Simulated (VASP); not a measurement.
The system is NaF.

```
Na F
1.0
     0.02056    2.29717    2.29717
     2.29717    0.02056    2.29717
     2.31773    2.31773    0.00000
Na F
1 1
Direct
  0.00000 0.00000 0.00000
  0.50000 0.50000 0.50000
```

This cell differs from its parent crystal: shear xy strain +1.8%.

Base run:

| Property | Result |
| --- | --- |
| Program | VASP 6.6.1 |
| Functional | r2SCAN |
| Potentials or basis | VASP PAW PBE potentials, release 64 (Na_pv, F) |
| Cutoff | 520 eV |
| k mesh | 10 × 10 × 10 |
| Occupations | gaussian, width 0.01 eV |
| Spin | no spin polarisation |

Its results: band gap on the k mesh 7.29 eV; pressure -0.8 GPa.

Q: The run is repeated on the same cell with these changes: functional from r2SCAN to PBE; occupations from gaussian, width 0.01 eV to fermi-dirac, width 0.02 eV. What comes out?

A: Band gap on the k mesh 6.42 eV; pressure 3.5 GPa.

Caveats: the PAW data sets were made with another functional, which shifts forces and pressure a little (at least some runs); the cell stands under pressure (at least some runs).

A k mesh can miss the band edges.
